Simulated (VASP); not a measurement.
A run of VASP 6.6.1 is set up as follows.

INCAR

```
  PREC = Accurate
  ENCUT = 520
  EDIFF = 1E-6
  ISMEAR = -1
  SIGMA = 0.05
  LREAL = False
  LASPH = True
  NELM = 150
  ALGO = Normal
  ISIF = 2
  LWAVE = False
  LCHARG = True
  ISPIN = 2
  MAGMOM = 4.5
  LORBIT = 11
  LMAXMIX = 6
  GGA = PE
  LELF = True
  LVHAR = True
  NBANDS = 21
```

The input KPOINTS:

```
regular mesh
0
Gamma
  9 9 9
```

POSCAR

```
Er
1.0
   -1.9779384575      1.9779384575      1.9779384575
    1.9779384575     -1.9779384575      1.9779384575
    1.9779384575      1.9779384575     -1.9779384575
Er
1
Direct
    0.0000000000      0.0000000000      0.0000000000
```

Potentials or basis: VASP PAW PBE potentials, release 64 (Er).

Launch:

```sh
$ cat potpaw_PBE.64/Er/POTCAR > POTCAR
$ mpirun -np 1 vasp_std > vasp.out
```

**Question.** Predict the net moment.

**Answer.** 2.31 μB per cell.

**Question.** Estimate the pressure.

**Answer.** 2.4 GPa.

**Question.** Estimate the site moments.

**Answer.** Er +2.39 μB.

Caveat: the magnetic or orbital state may not be the lowest. The state reached can hang on the start; a lower one may exist.
